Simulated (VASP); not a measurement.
Ca, 3 atoms in the cell. The structure is hexagonal, space group P6/mmm (No. 191). The conventional cell has a = 6.067 Å, b = 6.067 Å, c = 3.619 Å, α = 90.00°, β = 90.00°, γ = 120.00°. Ca (site symmetry 6/mmm) has 14 Ca at 3.62 to 3.94 Å within 4.8 Å. Within 4.6 Å of Ca (site symmetry -6m2) lie 11 Ca at 3.50 to 3.94 Å. This isn't the form of Ca at room conditions, which is fcc.

```yaml
Program: VASP 6.6.1
Task: single point
Functional: LDA
Potentials_or_basis: VASP PAW LDA potentials, release 64 (Ca_sv)
Cutoff: 520 eV
k_mesh: 8 × 8 × 12
Occupations: fermi-dirac, width 0.1 eV
Spin: no spin polarisation
Dipole_correction: no
Further_INCAR_settings: ALGO = Normal; EDIFF = 1e-06; NBANDS = 22
```

Potentials or basis: VASP PAW LDA potentials, release 64 (Ca_sv).

Launch:

```sh
$ cat potpaw_LDA.64/Ca_sv/POTCAR > POTCAR
$ mpirun -np 1 vasp_std > vasp.out
```

Hardware: 1 thread of Intel(R) Xeon(R) Platinum 8488C (Sapphire Rapids) (shared host).

Q: How long does it take, and how much memory?

A: It took 2.7 min on 1 thread of Intel(R) Xeon(R) Platinum 8488C (Sapphire Rapids), on a shared host, peak memory 0.28 GiB. Counts: scf iterations 12, k points 70.
